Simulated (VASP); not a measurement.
# Be in VASP: further runs, part 2 of 3

VASP 6.6.1.

## Step 3: Electric field gradients, PBEsol (equal xy, yz and zx shear strains of -3 %)

INCAR

```
ALGO     = Normal         # electronic algorithm
EDIFF    = 1E-8           # SCF threshold, eV
ENCUT    = 520            # plane-wave cutoff, eV
GGA      = PS             # functional
ISIF     = 2              # what is computed and relaxed
ISMEAR   = -1             # smearing method
LASPH    = True           # aspherical terms in the spheres
LCHARG   = False          # write CHGCAR
LEFG     = True         
LREAL    = False          # projectors in reciprocal space
LWAVE    = False          # write WAVECAR
NBANDS   = 12             # bands
NELM     = 80             # most SCF steps
PREC     = Accurate       # precision mode
SIGMA    = 0.05           # smearing width, eV
```

KPOINTS

```
k-points
0
Gamma
  9 9 14
```

POSCAR

```
Be
1.0
    3.7468140000     -0.0562022100     -0.0562022100
   -0.0562022100      3.7468140000     -0.0562022100
   -0.0342192000     -0.0342192000      2.2812800000
Be
4
Direct
    0.2974080000      0.2974080000      0.0000000000
    0.7025920000      0.7025920000      0.0000000000
    0.2025920000      0.7974080000      0.5000000000
    0.7974080000      0.2025920000      0.5000000000
```

Potentials or basis: VASP PAW PBE potentials, release 64 (Be).

On the command line:

```bash
> cat potpaw_PBE.64/Be/POTCAR > POTCAR
> mpirun -np 1 vasp_std > vasp.out
```

OUTCAR:

```text
EDIFF = 1E-8
   ENCUT = 520
   GGA = PS
   ISIF = 2
   ISMEAR = -1
   LASPH = True
   LREAL = False
   NELM = 80
   PREC = Accurate

 ion  position               nearest neighbor table
   1  0.297  0.297  0.000-   2 2.12   3 2.18   4 2.18   3 2.21   4 2.21   4 2.25   3 2.25   3 2.25
                             4 2.25
   2  0.703  0.703  0.000-   1 2.12   3 2.18   4 2.18   4 2.21   3 2.21   3 2.25   4 2.25   3 2.25
                             4 2.25
   3  0.203  0.797  0.500-   1 2.18   2 2.18   4 2.18   1 2.21   2 2.21   2 2.25   1 2.25   1 2.25
                             2 2.25
   4  0.797  0.203  0.500-   1 2.18   2 2.18   3 2.18   2 2.21   1 2.21   1 2.25   2 2.25   1 2.25
                             2 2.25

  LATTYP: Found a base centered monoclinic cell.
 ALAT       =     6.7855850758
 B/A-ratio  =     0.7926032968
 C/A-ratio  =     0.3362706686
 COS(beta)  =    -0.6396668561

  Lattice vectors:

 A1 = (  -3.7125948000,   0.0904214100,  -2.2250777900)
 A2 = (   0.0904214100,  -3.7125948000,  -2.2250777900)
 A3 = (  -0.0342192000,  -0.0342192000,   2.2812800000)

Analysis of symmetry for initial positions (statically):
=====================================================================
 Subroutine PRICEL returns:
 Original cell was already a primitive cell.

 Routine SETGRP: Setting up the symmetry group for a
 base centered monoclinic supercell.

 Subroutine GETGRP returns: Found  4 space group operations
 (whereof  4 operations were pure point group operations)
 out of a pool of  4 trial point group operations.

The static configuration has the point symmetry C_2h.

Analysis of symmetry for dynamics (positions and initial velocities):
=====================================================================
 Subroutine PRICEL returns:
 Original cell was already a primitive cell.

 Routine SETGRP: Setting up the symmetry group for a
 base centered monoclinic supercell.

 Subroutine GETGRP returns: Found  4 space group operations
 (whereof  4 operations were pure point group operations)
 out of a pool of  4 trial point group operations.

The dynamic configuration has the point symmetry C_2h.

 Subroutine INISYM returns: Found  4 space group operations
 (whereof  4 operations are pure point group operations),
 and found     1 'primitive' translations

----------------------------------------------------------------------------------------

                                     Primitive cell

  volume of cell :      32.0042

  direct lattice vectors                    reciprocal lattice vectors
     3.746814000 -0.056202210 -0.056202210     0.267015406  0.004066224  0.004066224
    -0.056202210  3.746814000 -0.056202210     0.004066224  0.267015406  0.004066224
    -0.034219200 -0.034219200  2.281280000     0.006678438  0.006678438  0.438550753

  length of vectors
     3.747656938  3.747656938  2.281793230     0.267077321  0.267077321  0.438652443

  position of ions in fractional coordinates (direct lattice)
     0.297408000  0.297408000  0.000000000
     0.702592000  0.702592000  0.000000000
     0.202592000  0.797408000  0.500000000
     0.797408000  0.202592000  0.500000000

[... 101 lines left out ...]
  Thomas-Fermi vector in A             =   2.165402
   LORBIT       =      0    0 simple, 1 ext, 2 COOP (PROOUT), +10 PAW based schemes
   GGA     = PS    functional components
   LHFCALC =     F    Hartree Fock is set to
   AEXX    =    0.0000 exact exchange contribution
   IVDW    =     0    specifies the selected vdW correction
   LEPSILON=     F    determine dielectric tensor
   LRPA    =     F    only Hartree local field effects (RPA)
 non-spin polarized calculation
  energy-cutoff  :      520.00
  volume of cell :       32.00
 maximum number of plane-waves:       874
   NGX = 13   NGY = 13   NGZ =  9

 number of electron       8.0000000 magnetization

 Free energy of the ion-electron system (eV)
  ---------------------------------------------------
  ext. energy  EPLUGINS =         0.00000000
  ---------------------------------------------------
  free energy    TOTEN  =       -15.73338633 eV

  energy without entropy =      -15.72880081  energy(sigma->0) =      -15.73109357

 E-fermi :   6.7913     XC(G=0): -10.5672

 val. band max:        6.7890366353   @ k =  -0.1111   0.1111   0.0000
 cond. band min:       6.7925082479   @ k =  -0.2222   0.0000   0.3571
 fundamental gap:      0.0034716127
 Fermi energy:         6.7913432335

 k-point     1 :       0.0000    0.0000    0.0000
  band No.  band energies     occupation
      1      -4.3590      2.00000
      2       1.8179      2.00000
      3       2.3819      2.00000
      4       5.7778      2.00000
      5       5.8054      2.00000
      6      11.1332      0.00000
      7      12.1523      0.00000
      8      14.1077      0.00000
      9      16.0417      0.00000
     10      17.4463      0.00000
     11      22.7482      0.00000
     12      22.7835      0.00000
[... 331 lines left out ...]
 k-point    24 :       0.4444    0.4444    0.0000
  band No.  band energies     occupation
      1      -1.1287      2.00000
      2      -0.4832      2.00000
      3      -0.4394      2.00000
      4       0.6910      2.00000
      5      14.0763      0.00000
      6      14.9200      0.00000
      7      15.6096      0.00000
      8      16.7132      0.00000
      9      18.3071      0.00000
     10      19.7014      0.00000
     11      20.1143      0.00000
     12      20.3124      0.00000

 [... further k-points ...]
[... 5 lines left out ...]
  --------------------------------------------------------------------------------------
  -------------------------------------------------------------------------------------
  Total        0.0042976      0.0042976     -0.3018179      0.7458145      0.9847933      0.9847933
  in kB        0.2151419      0.2151419    -15.1094597     37.3365965     49.3002342     49.3002334
  external PRESSURE =      -4.8930586 kB  Pullay stress =       0.0000000 kB

 VOLUME and BASIS-vectors are now :
 -----------------------------------------------------------------------------
  energy-cutoff  :      520.00
  volume of cell :       32.00
      direct lattice vectors                 reciprocal lattice vectors
     3.746814000 -0.056202210 -0.056202210     0.267015406  0.004066224  0.004066224
    -0.056202210  3.746814000 -0.056202210     0.004066224  0.267015406  0.004066224
    -0.034219200 -0.034219200  2.281280000     0.006678438  0.006678438  0.438550753

 POSITION                                       TOTAL-FORCE (eV/Angst)
 -----------------------------------------------------------------------------------
      1.09762      1.09762     -0.03343         0.025518      0.025518      0.125734
      2.59299      2.59299     -0.07897        -0.025518     -0.025518     -0.125734
      0.69715      2.95924      1.08444         0.031557     -0.031557     -0.000000
      2.95924      0.69715      1.08444        -0.031557      0.031557      0.000000
 -----------------------------------------------------------------------------------
    total drift:                                0.000000      0.000000     -0.000000

  FREE ENERGIE OF THE ION-ELECTRON SYSTEM (eV)
  ---------------------------------------------------
  free  energy   TOTEN  =       -15.7333863253 eV

  energy  without entropy=      -15.7288008115  energy(sigma->0) =      -15.73109357

 Electric field gradients (V/A^2)
---------------------------------------------------------------------
 ion       V_xx      V_yy      V_zz      V_xy      V_xz      V_yz
---------------------------------------------------------------------
   1       0.272     0.272    -0.544    -1.662    -0.286    -0.286
   2       0.272     0.272    -0.544    -1.662    -0.286    -0.286
   3       0.242     0.242    -0.484     1.278    -0.236    -0.236
   4       0.242     0.242    -0.484     1.278    -0.236    -0.236
---------------------------------------------------------------------

 Electric field gradients after diagonalization (V/A^2)
 (convention: |V_zz| > |V_xx| > |V_yy|)
----------------------------------------------------------------------
 ion       V_xx      V_yy      V_zz     asymmetry (V_yy - V_xx)/ V_zz
----------------------------------------------------------------------
   1      -1.552    -0.381     1.934       0.606
   2      -1.552    -0.381     1.934       0.606
   3      -1.036    -0.538     1.573       0.317
   4      -1.036    -0.538     1.573       0.317
----------------------------------------------------------------------

           NMR quadrupolar parameters

 Cq : quadrupolar parameter    Cq=e*Q*V_zz/h
 eta: asymmetry parameters     (V_yy - V_xx)/ V_zz
 Q  : nuclear electric quadrupole moment in mb (millibarn)
----------------------------------------------------------------------
 ion       Cq(MHz)       eta       Q (mb)
----------------------------------------------------------------------
   1       0.005       0.606       1.000
   2       0.005       0.606       1.000
   3       0.004       0.317       1.000
   4       0.004       0.317       1.000
----------------------------------------------------------------------
```

Wall time 32 s (1 thread of Intel Xeon 6975P-C (Granite Rapids), shared host); peak memory 0.2 GiB.

What came out:

- Free energy: -15.7334 eV
- Pressure: -0.5 GPa
- Largest force: 0.131 eV/Å
- Band gap on the k mesh: zero (bands 4 and 5 overlap by 1.95 eV)
- Largest electric field gradient by atom: Be +1.9, +1.6 (each value once) V/Å²

Forces on the atoms (eV/Å):
```
Be   0.026  0.026  0.126
Be  -0.026 -0.026 -0.126
Be   0.032 -0.032  0.000
Be  -0.032  0.032  0.000
```

Electric field gradients, principal values (V/Å²):
```csv
atom,least,middle,greatest (by size)
1 Be,-0.381,-1.552,1.934
2 Be,-0.381,-1.552,1.934
3 Be,-0.538,-1.036,1.573
4 Be,-0.538,-1.036,1.573
```

Caveat: the cell differs from its parent crystal (equal xy, yz and zx shear strains of -3 %); without QUAD_EFG the Cq values of the log hold for a quadrupole moment of 1 mb, not for the nuclei; the PAW data sets were made with another functional, which shifts forces and pressure a little.

## Step 4: Electric field gradients, PBEsol (equal xy, yz and zx shear strains of -1 %)

INCAR

```
SYSTEM = Be
ALGO = Normal
EDIFF = 1E-8
ENCUT = 520
GGA = PS
ISIF = 2
ISMEAR = -1
LASPH = .TRUE.
LCHARG = .FALSE.
LEFG = .TRUE.
LREAL = .FALSE.
LWAVE = .FALSE.
NBANDS = 12
NELM = 60
PREC = Accurate
SIGMA = 0.05
```

KPOINTS

```
k-points
0
G
  9 9 14
  0 0 0
```

POSCAR

```
Be
1.0
    3.7468140000     -0.0187340700     -0.0187340700
   -0.0187340700      3.7468140000     -0.0187340700
   -0.0114064000     -0.0114064000      2.2812800000
Be
4
Direct
    0.2974080000      0.2974080000      0.0000000000
    0.7025920000      0.7025920000      0.0000000000
    0.2025920000      0.7974080000      0.5000000000
    0.7974080000      0.2025920000      0.5000000000
```

Potentials or basis: VASP PAW PBE potentials, release 64 (Be).

On the command line:

```bash
> cat potpaw_PBE.64/Be/POTCAR > POTCAR
> mpirun -np 1 vasp_std > vasp.out
```

OUTCAR:

```text
SYSTEM = Be
   EDIFF = 1E-8
   ENCUT = 520
   GGA = PS
   ISIF = 2
   ISMEAR = -1
   LASPH = .TRUE.
   LREAL = .FALSE.
   NELM = 60
   PREC = Accurate

 ion  position               nearest neighbor table
   1  0.297  0.297  0.000-   2 2.14   3 2.21   4 2.21   3 2.22   4 2.22   4 2.23   3 2.23   3 2.23
                             4 2.23
   2  0.703  0.703  0.000-   1 2.14   3 2.21   4 2.21   4 2.22   3 2.22   3 2.23   4 2.23   3 2.23
                             4 2.23
   3  0.203  0.797  0.500-   4 2.16   1 2.21   2 2.21   1 2.22   2 2.22   2 2.23   1 2.23   1 2.23
                             2 2.23
   4  0.797  0.203  0.500-   3 2.16   1 2.21   2 2.21   2 2.22   1 2.22   1 2.23   2 2.23   1 2.23
                             2 2.23

  LATTYP: Found a base centered monoclinic cell.
 ALAT       =     6.9234720589
 B/A-ratio  =     0.7691645326
 C/A-ratio  =     0.3295076534
 COS(beta)  =    -0.6482191238

  Lattice vectors:

 A1 = (  -3.7354076000,   0.0301404700,  -2.2625459300)
 A2 = (   0.0301404700,  -3.7354076000,  -2.2625459300)
 A3 = (  -0.0114064000,  -0.0114064000,   2.2812800000)

[... 568 lines left out ...]
      2.61932      2.61932     -0.02632        -0.004776     -0.004776     -0.036911
      0.73843      2.97824      1.12191         0.010154     -0.010154      0.000000
      2.97824      0.73843      1.12191        -0.010154      0.010154      0.000000
 -----------------------------------------------------------------------------------
    total drift:                                0.000000      0.000000     -0.000000

  FREE ENERGIE OF THE ION-ELECTRON SYSTEM (eV)
  ---------------------------------------------------
  free  energy   TOTEN  =       -15.7703171180 eV

  energy  without entropy=      -15.7657335702  energy(sigma->0) =      -15.76802534

 Electric field gradients (V/A^2)
---------------------------------------------------------------------
 ion       V_xx      V_yy      V_zz      V_xy      V_xz      V_yz
---------------------------------------------------------------------
   1       0.259     0.259    -0.518    -1.549    -0.099    -0.099
   2       0.259     0.259    -0.518    -1.549    -0.099    -0.099
   3       0.250     0.250    -0.499     1.390    -0.083    -0.083
   4       0.250     0.250    -0.499     1.390    -0.083    -0.083
---------------------------------------------------------------------

 Electric field gradients after diagonalization (V/A^2)
 (convention: |V_zz| > |V_xx| > |V_yy|)
----------------------------------------------------------------------
 ion       V_xx      V_yy      V_zz     asymmetry (V_yy - V_xx)/ V_zz
----------------------------------------------------------------------
   1      -1.315    -0.494     1.809       0.454
   2      -1.315    -0.494     1.809       0.454
   3      -1.141    -0.506     1.647       0.386
   4      -1.141    -0.506     1.647       0.386
----------------------------------------------------------------------

           NMR quadrupolar parameters

 Cq : quadrupolar parameter    Cq=e*Q*V_zz/h
 eta: asymmetry parameters     (V_yy - V_xx)/ V_zz
 Q  : nuclear electric quadrupole moment in mb (millibarn)
----------------------------------------------------------------------
 ion       Cq(MHz)       eta       Q (mb)
----------------------------------------------------------------------
   1       0.004       0.454       1.000
   2       0.004       0.454       1.000
   3       0.004       0.386       1.000
   4       0.004       0.386       1.000
----------------------------------------------------------------------
```

Wall time 33 s (1 thread of Intel Xeon 6975P-C (Granite Rapids), shared host); peak memory 0.2 GiB.

What came out:

```yaml
Free_energy: -15.7703 eV
Pressure: -0.7 GPa
Largest_force: 0.038 eV/Å
Band_gap_on_the_k_mesh: zero (bands 4 and 5 overlap by 2.01 eV)
Largest_electric_field_gradient_by_atom: Be +1.8, +1.6 (each value once) V/Å²
```

Forces on the atoms (eV/Å):
```
Be   0.005  0.005  0.037
Be  -0.005 -0.005 -0.037
Be   0.010 -0.010  0.000
Be  -0.010  0.010  0.000
```

Electric field gradients, principal values (V/Å²):
```tsv
atom	least	middle	greatest (by size)
1 Be	-0.494	-1.315	1.809
2 Be	-0.494	-1.315	1.809
3 Be	-0.506	-1.141	1.647
4 Be	-0.506	-1.141	1.647
```

Caveat: the cell differs from its parent crystal (equal xy, yz and zx shear strains of -1 %); without QUAD_EFG the Cq values of the log hold for a quadrupole moment of 1 mb, not for the nuclei; the PAW data sets were made with another functional, which shifts forces and pressure a little.

[end of part 2 of 3]
